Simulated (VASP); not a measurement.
Crystal: Mg3ZrN3.

```
Mg Zr N
1.0
     2.51731    1.45337    4.45196
    -2.51731    1.45337    4.45196
     0.00000   -2.90674    4.45196
Mg Zr N
3 1 3
Direct
  0.00000 0.00000 0.50000
  0.50000 0.00000 0.00000
  0.00000 0.50000 0.00000
  0.50000 0.50000 0.50000
  0.50000 0.50000 0.00000
  0.00000 0.50000 0.50000
  0.50000 0.00000 0.50000
```

The cell was built from a structure type or drawn by symmetry, and may not be a known phase.

| Property | Result |
| --- | --- |
| Program | VASP 6.6.1 |
| Task | relaxation of cell and atoms |
| Functional | PBE |
| Potentials or basis | VASP PAW PBE potentials, release 64 (Mg, Zr_sv, N) |
| Cutoff | 600 eV |
| k mesh | 3 × 3 × 3 |
| Occupations | gaussian, width 0.15 eV |
| Spin | no spin polarisation |

At the start: pressure 11.6 GPa; volume 13.96 Å³/atom.

Problem. Where does the relaxation end?

Solution. Over 12 steps the energy falls by 2765.6 meV/atom and the volume is 12.64 Å³/atom (-9.4 %); space group R-3m (No. 166, to 0.1 Å) before, Pm-3m (No. 221, to 0.1 Å).

Step by step:
| step | energy change (eV) | largest force (eV/Å) | pressure (GPa) | volume (Å³) |
| --- | --- | --- | --- | --- |
| 1 | 0.0000 | 0.0000 | 11.56 | 97.73 |
| 2 | -11.9026 | 0.0000 | -13.33 | 107.36 |
| 3 | -14.6754 | 0.0000 | -17.52 | 96.15 |
| 4 | -18.0193 | 0.0000 | -20.65 | 106.16 |
| 5 | -17.1633 | 0.0000 | -20.01 | 107.81 |
| 6 | -17.7657 | 0.0000 | -20.56 | 107.23 |
| 7 | -18.0474 | 0.0000 | 20.96 | 78.93 |
| 8 | -19.2284 | 0.0000 | -5.62 | 91.57 |
| 9 | -19.2312 | 0.0000 | -4.63 | 90.90 |
| 10 | -19.3481 | 0.0000 | 2.40 | 87.07 |
| 11 | -19.3572 | 0.0000 | 0.85 | 87.86 |
| 12 | -19.3590 | 0.0000 | -0.29 | 88.51 |

Final structure:
```
Mg Zr N
1.0
     3.14178    1.81391    2.58861
    -3.14178    1.81391    2.58861
     0.00000   -3.62781    2.58861
Mg Zr N
3 1 3
Direct
  0.00000 0.00000 0.50000
  0.50000 0.00000 0.00000
  0.00000 0.50000 0.00000
  0.50000 0.50000 0.50000
  0.50000 0.50000 0.00000
  0.00000 0.50000 0.50000
  0.50000 0.00000 0.50000
```

Caveat: the k points lie up to 0.47 Å⁻¹ apart in the final cell, too coarse for converged energies and pressures of a metal; a cell axis changed by over 15 % at a fixed basis, so the end point is rough.
